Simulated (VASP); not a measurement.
Set up this calculation in VASP 6.6.1, as the native input.

```yaml
Task: single point
Functional: PBE
Potentials_or_basis: VASP PAW PBE potentials, release 64 (Sb)
Cutoff: 520 eV
k_mesh: 14 × 10 × 10
Occupations: gaussian, width 0.1 eV
Spin: no spin polarisation
Dipole_correction: no
Further_INCAR_settings: ALGO = Normal; EDIFF = 1e-07; NBANDS = 12
```

The structure of Sb lies in POSCAR:

```
Sb
1.0
    2.9980818405      0.0000000000      0.0104668455
    0.0000000000      4.2288110644      0.0000000000
   -0.0225686364      0.0000000000      4.2285113036
Sb
2
Direct
    1.0000177198      0.7500000000      0.7499942240
   -0.0000177198      0.2500000000      0.2500057760
```

This isn't the form of Sb at room conditions, which is rhombohedral.

The input as run:

INCAR

```
SYSTEM = Sb
ALGO = Normal
EDIFF = 1E-7
ENCUT = 520
GGA = PE
ISIF = 2
ISMEAR = 0
LASPH = .True.
LCHARG = .False.
LREAL = .False.
LWAVE = .False.
NBANDS = 12
NELM = 60
PREC = Accurate
SIGMA = 0.1
```

KPOINTS

```
k-points
0
Gamma
  14 10 10
  0 0 0
```

Potentials or basis: VASP PAW PBE potentials, release 64 (Sb).

Command:

```console
$ cat potpaw_PBE.64/Sb/POTCAR > POTCAR
$ mpirun -np 1 vasp_std > vasp.out
```

Results of the run:

```json
{
  "Pressure": "8.1 GPa",
  "Band gap on the k mesh": "zero (bands 5 and 6 overlap by 9.90 eV)"
}
```

Caveat: the cell stands under pressure; spin-orbit coupling is left out, which moves the levels of the heavy elements.

It took 51 s on 1 thread of Intel(R) Xeon(R) 6975P-C (Granite Rapids), on a shared host, peak memory 0.35 GiB.
